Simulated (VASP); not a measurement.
Runs of VASP 6.6.1 on Ge. The structure is that of space group P6_3/mmc (No. 194), or close to it. The cells are those of the table. This isn't the form of Ge at room conditions, which is diamond.

| cell | gap on the mesh (eV) | pressure (GPa) | largest force (eV/Å) |
| --- | --- | --- | --- |
| a = 3.895, b = 3.895, c = 6.430 Å, angles 90.0, 90.0, 120.0°, 4 atoms | 0.27 | (b) | 0.05 |
| a = 3.998, b = 3.998, c = 6.599 Å, angles 90.0, 90.0, 120.0°, 4 atoms | 0.07 | 0.0 | 0.01 |
| a = 4.063, b = 4.063, c = 6.708 Å, angles 90.0, 90.0, 120.0°, 4 atoms | 0.06 | -3.0 | - |
| a = 4.095, b = 4.095, c = 6.760 Å, angles 90.0, 90.0, 120.0°, 4 atoms | (a) | -4.3 | 0.01 |
| a = 3.964, b = 3.964, c = 6.544 Å, angles 90.0, 90.0, 120.0°, 4 atoms | (c) | 1.9 | 0.02 |

Alike in all rows: task single point; level r2SCAN; potentials or basis VASP PAW PBE potentials, release 64 (Ge_d); no spin polarisation; k mesh 7 × 7 × 4; cutoff (eV) 520; smearing fermi-dirac 0.05 eV.

Fill in the values left out.

(a) 0.12; (b) 6.7; (c) 0.13.

Caveats: the PAW data sets were made with another functional, which shifts forces and pressure a little; an odd mesh through Γ misses points on the zone boundary, where band edges can lie; the cell stands under pressure (at least some runs); the cell stands under tension (at least some runs).

A k mesh can miss the band edges, and the runs leave out spin-orbit coupling on Ge.
